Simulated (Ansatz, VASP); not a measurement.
# PbO2: VASP beside Ansatz

Contents of INCAR:

```
SYSTEM = PbO2
  PREC = Accurate
  ENCUT = 600
  EDIFF = 1E-6
  ISMEAR = 0
  SIGMA = 0.1
  LREAL = .False.
  LASPH = .True.
  NELM = 120
  ALGO = Normal
  ISIF = 2
  LWAVE = .False.
  LCHARG = .False.
  GGA = PE
  NBANDS = 35
  GGA_COMPAT = .False.
```

KPOINTS

```
Automatic mesh
0
Gamma
  4 4 6
  0 0 0
```

The input POSCAR:

```
PbO2
1.0
    4.9578000000      0.0000000000      0.0000000000
    0.0000000000      4.9578000000      0.0000000000
    0.0000000000      0.0000000000      3.3878000000
Pb O
2 4
Direct
    0.0000000000      0.0000000000      0.0000000000
    0.5000000000      0.5000000000      0.5000000000
    0.3067000000      0.3067000000      0.0000000000
    0.1933000000      0.8067000000      0.5000000000
    0.6933000000      0.6933000000      0.0000000000
    0.8067000000      0.1933000000      0.5000000000
```

Input for Ansatz:

```yaml
crystal:
  lattice:
    - [4.9578, 0.0, 0.0]
    - [0.0, 4.9578, 0.0]
    - [0.0, 0.0, 3.3878]
  atoms:
    - { symbol: Pb, position: [0.0, 0.0, 0.0] }
    - { symbol: Pb, position: [0.5, 0.5, 0.5] }
    - { symbol: O, position: [0.3067, 0.3067, 0.0] }
    - { symbol: O, position: [0.1933, 0.8067, 0.5] }
    - { symbol: O, position: [0.6933, 0.6933, 0.0] }
    - { symbol: O, position: [0.8067, 0.1933, 0.5] }
basis:
  ecutwfc: 420
kpoints:
  mp_grid: { grid: [4, 4, 6] }
hamiltonian:
  xc: pbe
scf:
  occupations: { method: gaussian, width: 0.1 }
output:
  forces: true
  stress: true
  eigenvalues: true
```

Alike in both runs: task single point; functional PBE; k mesh 4 × 4 × 6; occupations gaussian, width 0.1 eV; no spin polarisation.

```csv
,VASP,Ansatz
version,VASP 6.6.1,Ansatz 0.2.0
potentials or method,"VASP PAW PBE potentials, release 64 (Pb_d, O), cutoff 600 eV","scalar-relativistic, plane waves, PAW"
valence electrons in the cell,52,52
```

Ansatz gave:

```
gap on the k mesh at the Fermi level (eV)                     : 0.18
least direct gap on the mesh (eV)                             : 0.64
pressure (GPa)                                                : 8.9
traceless stress, the component that is largest in VASP (GPa) : 1.33
rms of the force components (eV/Å)                            : 0.004
```

Task: Estimate VASP's values.

Result: gap on the k mesh at the Fermi level (eV): 0.18; least direct gap on the mesh (eV): 0.66; pressure (GPa): 9.1; traceless stress, the component that is largest in VASP (GPa): 1.43; rms of the force components (eV/Å): 0.008.

Atom by atom the forces differ by 0.004 eV/Å (rms over components).

Neither program's run includes spin-orbit coupling.
